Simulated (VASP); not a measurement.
A run of VASP 6.6.1 is set up as follows.

Contents of POSCAR:

```
Al3C
1.0
    2.8227735243      0.0000000000      0.0000000000
    0.0000000000      2.8227735243      0.0000000000
    0.0000000000      0.0000000000     19.6006972839
Al C
3 1
Direct
    0.5000000000      0.5000000000      0.2040743726
    0.0000000000      0.0000000000      0.3086652018
    0.5000000000      0.5000000000      0.4132861789
    0.8333333333      0.8333333333      0.4784050087
```

Contents of INCAR.step1:

```
SYSTEM = Al3C
PREC = Accurate
ENCUT = 520
ISMEAR = 0
SIGMA = 0.1
LREAL = .FALSE.
LASPH = .TRUE.
NELM = 80
LDIPOL = .TRUE.
IDIPOL = 3
DIPOL = 0.5 0.5 0.351
NBANDS = 14
GGA = PE
ALGO = Normal
EDIFF = 1E-4
LWAVE = .TRUE.
LCHARG = .FALSE.
```

The input INCAR.step2:

```
SYSTEM = Al3C
PREC = Accurate
ENCUT = 520
EDIFF = 1E-6
ISMEAR = 0
SIGMA = 0.1
LREAL = .FALSE.
LASPH = .TRUE.
NELM = 80
ALGO = Normal
ISIF = 2
LWAVE = .FALSE.
LCHARG = .FALSE.
LDIPOL = .TRUE.
IDIPOL = 3
DIPOL = 0.5 0.5 0.351
METAGGA = R2SCAN
LMIXTAU = .TRUE.
NBANDS = 14
ISTART = 1
```

The input KPOINTS:

```
regular mesh
0
G
  9 9 1
  0 0 0
```

Potentials or basis: VASP PAW PBE potentials, release 64 (Al, C).

Run with:

```sh
$ cat potpaw_PBE.64/Al/POTCAR potpaw_PBE.64/C/POTCAR > POTCAR
$ cp INCAR.step1 INCAR
$ mpirun -np 1 vasp_std > vasp.out
$ cp INCAR.step2 INCAR
$ mpirun -np 1 vasp_std > vasp.out
```

Problem. Estimate the largest force.

Solution. 2.478 eV/Å.

Forces on the atoms (eV/Å):
```
Al   0.007  0.007 -0.123
Al   0.022  0.022  0.006
Al  -1.751 -1.751  0.101
C    1.722  1.722  0.015
```

Caveat: the PAW data sets were made with another functional, which shifts forces and pressure a little.
